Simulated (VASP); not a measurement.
# GaN (F-43m) in VASP: further runs, part 2 of 2

VASP 6.6.1. Earlier steps stand in the parts before.

**4. Vibrations by perturbation theory, PBE**

This run uses another cell than the first one, of 11.63 Å³/atom, 1.021 times its volume.

INCAR

```
SYSTEM = GaN
ALGO = Normal
EDIFF = 1E-8
ENCUT = 520
GGA = PE
IBRION = 8
ISIF = 2
ISMEAR = 0
LASPH = .TRUE.
LCHARG = .FALSE.
LEPSILON = .TRUE.
LREAL = .FALSE.
LWAVE = .FALSE.
NBANDS = 16
NELM = 60
NSW = 1
PREC = Accurate
SIGMA = 0.01
```

KPOINTS

```
k-points
0
G
  10 10 10
  0 0 0
```

POSCAR

```
GaN
1.0
    0.0000000000      2.2656813097      2.2656813097
    2.2656813097      0.0000000000      2.2656813097
    2.2656813097      2.2656813097      0.0000000000
Ga N
1 1
Direct
    0.0000000000      0.0000000000      0.0000000000
    0.7500000000      0.7500000000      0.7500000000
```

Potentials or basis: VASP PAW PBE potentials, release 64 (Ga_d, N).

On the command line:

```bash
$ cat potpaw_PBE.64/Ga_d/POTCAR potpaw_PBE.64/N/POTCAR > POTCAR
$ mpirun -np 1 vasp_std > vasp.out
```

OUTCAR:

```text
SYSTEM = GaN
   EDIFF = 1E-8
   ENCUT = 520
   GGA = PE
   IBRION = 8
   ISIF = 2
   ISMEAR = 0
   LASPH = .TRUE.
   LEPSILON = .TRUE.
   LREAL = .FALSE.
   NELM = 60
   NSW = 1
   PREC = Accurate

 ion  position               nearest neighbor table
   1  0.000  0.000  0.000-   2 1.96   2 1.96   2 1.96   2 1.96
   2  0.750  0.750  0.750-   1 1.96   1 1.96   1 1.96   1 1.96

  LATTYP: Found a face centered cubic cell.
 ALAT       =     4.5313626194

  Lattice vectors:

 A1 = (   0.0000000000,   2.2656813097,   2.2656813097)
 A2 = (   2.2656813097,   0.0000000000,   2.2656813097)
 A3 = (   2.2656813097,   2.2656813097,   0.0000000000)

Analysis of symmetry for initial positions (statically):
[... 758 lines left out ...]
  z     0.00000     0.00000     0.00000     7.58391     0.00000     0.00000

 SECOND DERIVATIVES (NOT SYMMETRIZED)
 ------------------------------------
               1X          1Y          1Z          2X          2Y          2Z
  1X   -11.623210    0.000000    0.000000   11.623210    0.000000    0.000000
  1Y     0.000000  -11.623210    0.000000    0.000000   11.623210    0.000000
  1Z     0.000000    0.000000  -11.623210    0.000000    0.000000   11.623210
  2X    11.673119    0.000000    0.000000  -11.673119    0.000000    0.000000
  2Y     0.000000   11.673119    0.000000    0.000000  -11.673119    0.000000
  2Z     0.000000    0.000000   11.673119    0.000000    0.000000  -11.673119

 Eigenvectors and eigenvalues of the dynamical matrix
 ----------------------------------------------------

   1 f  =   15.636748 THz    98.248583 2PiTHz  521.585756 cm-1    64.668363 meV
             X         Y         Z           dx          dy          dz
      0.000000  0.000000  0.000000     0.000000    0.408207    0.000000
      3.398522  3.398522  3.398522     0.000000   -0.912890    0.000000
[... 21 lines left out ...]
   6 f/i=    0.012483 THz     0.078435 2PiTHz    0.416401 cm-1     0.051627 meV
             X         Y         Z           dx          dy          dz
      0.000000  0.000000  0.000000     0.000000    0.000000    0.912890
      3.398522  3.398522  3.398522     0.000000    0.000000    0.408207

--------------------------------------------------------------------------------------------------------

 MACROSCOPIC STATIC DIELECTRIC TENSOR IONIC CONTRIBUTION
 ------------------------------------------------------
           4.787948     0.000000    -0.000000
           0.000000     4.787948    -0.000000
          -0.000000    -0.000000     4.787948
 ------------------------------------------------------

 ELASTIC MODULI CONTR FROM IONIC RELAXATION (kBar)
 Direction    XX          YY          ZZ          XY          YZ          ZX
 --------------------------------------------------------------------------------
 XX          -0.0000      0.0000      0.0000      0.0000     -0.0000      0.0000
 YY           0.0000     -0.0000      0.0000      0.0000      0.0000      0.0000
 ZZ           0.0000      0.0000     -0.0000     -0.0000      0.0000      0.0000
 XY           0.0000      0.0000     -0.0000   -314.1320      0.0000      0.0000
 YZ          -0.0000      0.0000      0.0000      0.0000   -314.1320      0.0000
 ZX           0.0000      0.0000      0.0000      0.0000      0.0000   -314.1320
 --------------------------------------------------------------------------------

 PIEZOELECTRIC TENSOR IONIC CONTR  for field in x, y, z        (C/m^2)
          XX          YY          ZZ          XY          YZ          ZX
  --------------------------------------------------------------------------------
  x    -0.00000    -0.00000     0.00000     0.00000    -1.15399     0.00000
  y    -0.00000     0.00000     0.00000     0.00000    -0.00000    -1.15399
  z    -0.00000    -0.00000    -0.00000    -1.15399    -0.00000     0.00000
```

Wall time 4.1 min (1 thread of Intel Xeon Platinum 8375C at 2.90GHz (Ice Lake), shared host); peak memory 0.28 GiB.

What came out:

```
Electronic dielectric tensor (diagonal)                 : 6.14
Born charges (mean of the diagonal)                     : Ga +2.68; N -2.68 e
Highest phonon frequency at Γ, LO-TO splitting left out : 522 cm⁻¹
```

Phonon frequencies in cm⁻¹ (negative: imaginary):
```tsv
q point	frequencies
(0.000, 0.000, 0.000)	0 0 0 522 522 522
```

Electronic dielectric tensor:
```
6.14 0.00 0.00
0.00 6.14 0.00
0.00 0.00 6.14
```

Born effective charge tensors (e):
atom 1, Ga
```
2.68 0.00 0.00
0.00 2.68 0.00
0.00 0.00 2.68
```
atom 2, N
```
-2.68  0.00  0.00
 0.00 -2.68  0.00
 0.00  0.00 -2.68
```

Caveat: the cell wasn't relaxed at this level first, which shifts response properties.

**5. Vibrations by perturbation theory, PBE**

This run uses another cell than the first one, of 10.88 Å³/atom, 0.955 times its volume.

INCAR

```
  PREC = Accurate
  ENCUT = 520
  EDIFF = 1E-8
  ISMEAR = 0
  SIGMA = 0.01
  LREAL = F
  LASPH = T
  NELM = 60
  ALGO = Normal
  ISIF = 2
  LWAVE = F
  LCHARG = F
  GGA = PE
  NBANDS = 16
  IBRION = 8
  NSW = 1
  LEPSILON = T
```

KPOINTS

```
regular mesh
0
Gamma
  10 10 10
```

POSCAR

```
GaN
1.0
    0.0000000000      2.2157366035      2.2157366035
    2.2157366035      0.0000000000      2.2157366035
    2.2157366035      2.2157366035      0.0000000000
Ga N
1 1
Direct
    0.0000000000      0.0000000000      0.0000000000
    0.7500000000      0.7500000000      0.7500000000
```

Potentials or basis: VASP PAW PBE potentials, release 64 (Ga_d, N).

On the command line:

```bash
$ cat potpaw_PBE.64/Ga_d/POTCAR potpaw_PBE.64/N/POTCAR > POTCAR
$ mpirun -np 1 vasp_std > vasp.out
```

OUTCAR:

```text
PREC = Accurate
   ENCUT = 520
   EDIFF = 1E-8
   ISMEAR = 0
   LREAL = F
   LASPH = T
   NELM = 60
   ISIF = 2
   GGA = PE
   IBRION = 8
   NSW = 1
   LEPSILON = T

 ion  position               nearest neighbor table
   1  0.000  0.000  0.000-   2 1.92   2 1.92   2 1.92   2 1.92
   2  0.750  0.750  0.750-   1 1.92   1 1.92   1 1.92   1 1.92

  LATTYP: Found a face centered cubic cell.
[... 784 lines left out ...]
      0.000000  0.000000  0.000000     0.000000    0.408950    0.000000
      3.323605  3.323605  3.323605     0.000000   -0.912557    0.000000
[... 21 lines left out ...]
   6 f/i=    0.000270 THz     0.001699 2PiTHz    0.009021 cm-1     0.001118 meV
             X         Y         Z           dx          dy          dz
      0.000000  0.000000  0.000000     0.000000   -0.912557    0.000000
      3.323605  3.323605  3.323605     0.000000   -0.408950    0.000000

--------------------------------------------------------------------------------------------------------

 MACROSCOPIC STATIC DIELECTRIC TENSOR IONIC CONTRIBUTION
 ------------------------------------------------------
           4.088306     0.000000    -0.000000
           0.000000     4.088306    -0.000000
          -0.000000    -0.000000     4.088306
 ------------------------------------------------------

 ELASTIC MODULI CONTR FROM IONIC RELAXATION (kBar)
 Direction    XX          YY          ZZ          XY          YZ          ZX
 --------------------------------------------------------------------------------
 XX          -0.0000      0.0000      0.0000      0.0000     -0.0000      0.0000
 YY           0.0000     -0.0000     -0.0000      0.0000      0.0000     -0.0000
 ZZ           0.0000     -0.0000     -0.0000     -0.0000      0.0000      0.0000
 XY           0.0000      0.0000     -0.0000   -630.8092      0.0000      0.0000
 YZ          -0.0000      0.0000      0.0000      0.0000   -630.8092     -0.0000
 ZX           0.0000     -0.0000      0.0000      0.0000     -0.0000   -630.8092
 --------------------------------------------------------------------------------

 PIEZOELECTRIC TENSOR IONIC CONTR  for field in x, y, z        (C/m^2)
          XX          YY          ZZ          XY          YZ          ZX
  --------------------------------------------------------------------------------
  x    -0.00000     0.00000     0.00000     0.00000    -1.51110    -0.00000
  y     0.00000    -0.00000     0.00000     0.00000    -0.00000    -1.51110
  z     0.00000     0.00000    -0.00000    -1.51110     0.00000     0.00000
```

Wall time 2.4 min (1 thread of Intel Xeon 6975P-C (Granite Rapids), shared host); peak memory 0.26 GiB.

What came out:

```yaml
Electronic_dielectric_tensor_diagonal: 5.67
Born_charges_mean_of_the_diagonal: Ga +2.64; N -2.64 e
Highest_phonon_frequency_at_Γ_LO-TO_splitting_left_out: 575 cm⁻¹
```

Phonon frequencies in cm⁻¹ (negative: imaginary):
| q point | frequencies |
| --- | --- |
| (0.000, 0.000, 0.000) | 0 0 0 575 575 575 |

Electronic dielectric tensor:
```
5.67 0.00 0.00
0.00 5.67 0.00
0.00 0.00 5.67
```

Born effective charge tensors (e):
atom 1, Ga
```
2.64 0.00 0.00
0.00 2.64 0.00
0.00 0.00 2.64
```
atom 2, N
```
-2.64  0.00  0.00
 0.00 -2.64  0.00
 0.00  0.00 -2.64
```

Caveat: the cell wasn't relaxed at this level first, which shifts response properties.

**6. Vibrations by perturbation theory, PBE**

This run uses another cell than the first one, of 11.07 Å³/atom, 0.972 times its volume.

INCAR

```
PREC = Accurate ; ENCUT = 520
EDIFF = 1E-8 ; ISMEAR = 0
SIGMA = 0.01 ; LREAL = False
LASPH = True ; NELM = 80
ALGO = Normal ; ISIF = 2
LWAVE = False ; LCHARG = True
GGA = PE ; NBANDS = 16
IBRION = 8 ; NSW = 1
LEPSILON = True
```

KPOINTS is that of step 5.

POSCAR

```
GaN
1.0
    0.0000000000      2.2285221400      2.2285221400
    2.2285221400      0.0000000000      2.2285221400
    2.2285221400      2.2285221400      0.0000000000
Ga N
1 1
Direct
    0.0000000000      0.0000000000      0.0000000000
    0.7500000000      0.7500000000      0.7500000000
```

Potentials or basis: VASP PAW PBE potentials, release 64 (Ga_d, N).

On the command line:

```bash
$ cat potpaw_PBE.64/Ga_d/POTCAR potpaw_PBE.64/N/POTCAR > POTCAR
$ mpirun -np 1 vasp_std > vasp.out
```

OUTCAR:

```text
PREC = Accurate
   ENCUT = 520
   EDIFF = 1E-8
   ISMEAR = 0
   LREAL = False
   LASPH = True
   NELM = 80
   ISIF = 2
   GGA = PE
   IBRION = 8
   NSW = 1
   LEPSILON = True

 ion  position               nearest neighbor table
   1  0.000  0.000  0.000-   2 1.93   2 1.93   2 1.93   2 1.93
   2  0.750  0.750  0.750-   1 1.93   1 1.93   1 1.93   1 1.93

  LATTYP: Found a face centered cubic cell.
 ALAT       =     4.4570442800

  Lattice vectors:

 A1 = (   0.0000000000,   2.2285221400,   2.2285221400)
 A2 = (   2.2285221400,   0.0000000000,   2.2285221400)
 A3 = (   2.2285221400,   2.2285221400,   0.0000000000)

Analysis of symmetry for initial positions (statically):
=====================================================================
 Subroutine PRICEL returns:
 Original cell was already a primitive cell.

 Routine SETGRP: Setting up the symmetry group for a
 face centered cubic supercell.

 Subroutine GETGRP returns: Found 24 space group operations
 (whereof 24 operations were pure point group operations)
 out of a pool of 48 trial point group operations.

The static configuration has the point symmetry T_d .

Analysis of symmetry for dynamics (positions and initial velocities):
=====================================================================
 Subroutine PRICEL returns:
 Original cell was already a primitive cell.

 Routine SETGRP: Setting up the symmetry group for a
 face centered cubic supercell.

 Subroutine GETGRP returns: Found 24 space group operations
 (whereof 24 operations were pure point group operations)
 out of a pool of 48 trial point group operations.

The dynamic configuration has the point symmetry T_d .

 Subroutine INISYM returns: Found 24 space group operations
 (whereof 24 operations are pure point group operations),
 and found     1 'primitive' translations

----------------------------------------------------------------------------------------

                                     Primitive cell

  volume of cell :      22.1351

  direct lattice vectors                    reciprocal lattice vectors
     0.000000000  2.228522140  2.228522140    -0.224363937  0.224363937  0.224363937
     2.228522140  0.000000000  2.228522140     0.224363937 -0.224363937  0.224363937
     2.228522140  2.228522140  0.000000000     0.224363937  0.224363937 -0.224363937

  length of vectors
     3.151606234  3.151606234  3.151606234     0.388609737  0.388609737  0.388609737

  position of ions in fractional coordinates (direct lattice)
     0.000000000  0.000000000  0.000000000
     0.750000000  0.750000000  0.750000000

  ion indices of the primitive-cell ions
   primitive index   ion index
                 1           1
[... 642 lines left out ...]
    -0.00068  1.02141  0.00000
     1.02141 -0.00068  0.00000
     0.00000  0.00000  0.00064

--------------------------------------- Ionic step        4  -------------------------------------------

------------------------ aborting loop because EDIFF is reached ----------------------------------------

[... ionic steps 5 to 6 ...]

--------------------------------------- Ionic step        7  -------------------------------------------

 Free energy of the ion-electron system (eV)
  ---------------------------------------------------
  ---------------------------------------------------
  free energy    TOTEN  =        -0.23441729 eV

  energy without entropy =       -0.23441729

------------------------ aborting loop because EDIFF is reached ----------------------------------------

 INTERNAL STRAIN TENSOR  FOR ION    2  DIRECTION 1   (eV/Angst):
 -----------------------------------------------------------------------------
     0.00387  0.00000  0.00000
     0.00000 -0.00518 10.31391
     0.00000 10.31391 -0.00518

 MACROSCOPIC STATIC DIELECTRIC TENSOR (including local field effects in DFT)
 ------------------------------------------------------
           5.773522    -0.000000    -0.000000
           0.000000     5.773522     0.000000
          -0.000000    -0.000000     5.773522
 ------------------------------------------------------

 PIEZOELECTRIC TENSOR (including local field effects)  for field in x, y, z        (e  Angst)
          XX          YY          ZZ          XY          YZ          ZX
  --------------------------------------------------------------------------------
  x    -0.00000     0.00000     0.00000     0.00000     1.41275     0.00000
  y     0.00000     0.00000     0.00000     0.00000     0.00000     1.41275
  z     0.00000     0.00000    -0.00000     1.41275     0.00000     0.00000

 PIEZOELECTRIC TENSOR (including local field effects)  for field in x, y, z        (C/m^2)
          XX          YY          ZZ          XY          YZ          ZX
  --------------------------------------------------------------------------------
  x    -0.00000     0.00000     0.00000     0.00000     1.02258     0.00000
  y     0.00000     0.00000     0.00000     0.00000     0.00000     1.02258
  z     0.00000     0.00000    -0.00000     1.02258     0.00000     0.00000

 BORN EFFECTIVE CHARGES (including local field effects) (in |e|, cummulative output)
 ---------------------------------------------------------------------------------
 ion    1
    1     2.65036     0.00000    -0.00000
    2     0.00000     2.65036     0.00000
    3    -0.00000     0.00000     2.65036
 ion    2
    1    -2.65036     0.00000     0.00000
    2     0.00000    -2.65036     0.00000
    3     0.00000    -0.00000    -2.65036

 INTERNAL STRAIN TENSOR FOR ION    2 for displacements in x,y,z  (eV/Angst):
          X           Y           Z          XY          YZ          ZX
  --------------------------------------------------------------------------------
  x    -0.00000     0.00000     0.00000     0.00000    10.31391     0.00000
  y    -0.00000    -0.00000    -0.00000     0.00000     0.00000    10.31391
  z     0.00000     0.00000    -0.00000    10.31391     0.00000     0.00000

 SECOND DERIVATIVES (NOT SYMMETRIZED)
 ------------------------------------
               1X          1Y          1Z          2X          2Y          2Z
  1X   -13.519647    0.000000    0.000000   13.519647    0.000000    0.000000
  1Y     0.000000  -13.519647    0.000000    0.000000   13.519647    0.000000
  1Z     0.000000    0.000000  -13.519647    0.000000    0.000000   13.519647
  2X    13.504412    0.000000    0.000000  -13.504412    0.000000    0.000000
  2Y     0.000000   13.504412    0.000000    0.000000  -13.504412    0.000000
  2Z     0.000000    0.000000   13.504412    0.000000    0.000000  -13.504412

 Eigenvectors and eigenvalues of the dynamical matrix
 ----------------------------------------------------

   1 f  =   16.826236 THz   105.722357 2PiTHz  561.262808 cm-1    69.587688 meV
             X         Y         Z           dx          dy          dz
      0.000000  0.000000  0.000000     0.409127    0.000000   -0.000000
      3.342783  3.342783  3.342783    -0.912477   -0.000000   -0.000000
[... 21 lines left out ...]
   6 f/i=    0.003541 THz     0.022250 2PiTHz    0.118121 cm-1     0.014645 meV
             X         Y         Z           dx          dy          dz
      0.000000  0.000000  0.000000    -0.005855   -0.899938   -0.150637
      3.342783  3.342783  3.342783    -0.002625   -0.403505   -0.067541

--------------------------------------------------------------------------------------------------------

 MACROSCOPIC STATIC DIELECTRIC TENSOR IONIC CONTRIBUTION
 ------------------------------------------------------
           4.249852     0.000000     0.000000
          -0.000000     4.249852    -0.000000
           0.000000    -0.000000     4.249852
 ------------------------------------------------------

 ELASTIC MODULI CONTR FROM IONIC RELAXATION (kBar)
 Direction    XX          YY          ZZ          XY          YZ          ZX
 --------------------------------------------------------------------------------
 XX          -0.0000     -0.0000      0.0000     -0.0000      0.0000      0.0000
 YY          -0.0000     -0.0000     -0.0000     -0.0000     -0.0000      0.0000
 ZZ           0.0000     -0.0000     -0.0000      0.0000     -0.0000      0.0000
 XY          -0.0000     -0.0000      0.0000   -536.0427     -0.0000      0.0000
 YZ           0.0000     -0.0000     -0.0000     -0.0000   -536.0427      0.0000
 ZX           0.0000      0.0000      0.0000      0.0000     -0.0000   -536.0427
 --------------------------------------------------------------------------------

 PIEZOELECTRIC TENSOR IONIC CONTR  for field in x, y, z        (C/m^2)
          XX          YY          ZZ          XY          YZ          ZX
  --------------------------------------------------------------------------------
  x     0.00000    -0.00000    -0.00000    -0.00000    -1.42023     0.00000
  y     0.00000     0.00000     0.00000     0.00000    -0.00000    -1.42023
  z    -0.00000    -0.00000     0.00000    -1.42023    -0.00000     0.00000
```

stdout:

```text
POSCAR found type information on POSCAR GaN
 POSCAR found :  2 types and       2 ions
 scaLAPACK will be used
 LDA part: xc-table for (Slater+PW92), standard interpolation
 POSCAR, INCAR and KPOINTS ok, starting setup
 FFT: planning ... GRIDC
 FFT: planning ... GRID_SOFT
[... 102 lines left out ...]
 LRF_COMMUTATOR internal error: the vector H(1)-e(1) S(1) |phi(0)> is not orthog
 onal to |phi(0)> (1.449703465122298E-004,1.221245327087672E-015)
 LRF_COMMUTATOR internal error: the vector H(1)-e(1) S(1) |phi(0)> is not orthog
 onal to |phi(0)> (-1.052491496172370E-004,1.174060848541103E-014)
 LRF_COMMUTATOR internal error: the vector H(1)-e(1) S(1) |phi(0)> is not orthog
 onal to |phi(0)> (1.042556626706936E-004,-4.468647674116255E-015)
 LRF_COMMUTATOR internal error: the vector H(1)-e(1) S(1) |phi(0)> is not orthog
 onal to |phi(0)> (-1.091904960047255E-004,-5.053249485520439E-015)
 LRF_COMMUTATOR internal error: the
```

Wall time 2.6 min (1 thread of Intel Xeon 6975P-C (Granite Rapids), shared host); peak memory 0.27 GiB.

What came out:

| Item | Value |
| --- | --- |
| Electronic dielectric tensor (diagonal) | 5.77 |
| Born charges (mean of the diagonal) | Ga +2.65; N -2.65 e |
| Highest phonon frequency at Γ, LO-TO splitting left out | 561 cm⁻¹ |

Phonon frequencies in cm⁻¹ (negative: imaginary):
| q point | frequencies |
| --- | --- |
| (0.000, 0.000, 0.000) | 0 0 0 561 561 561 |

Electronic dielectric tensor:
```
5.77 0.00 0.00
0.00 5.77 0.00
0.00 0.00 5.77
```

Born effective charge tensors (e):
atom 1, Ga
```
2.65 0.00 0.00
0.00 2.65 0.00
0.00 0.00 2.65
```
atom 2, N
```
-2.65  0.00  0.00
 0.00 -2.65  0.00
 0.00  0.00 -2.65
```

Caveat: the cell wasn't relaxed at this level first, which shifts response properties.
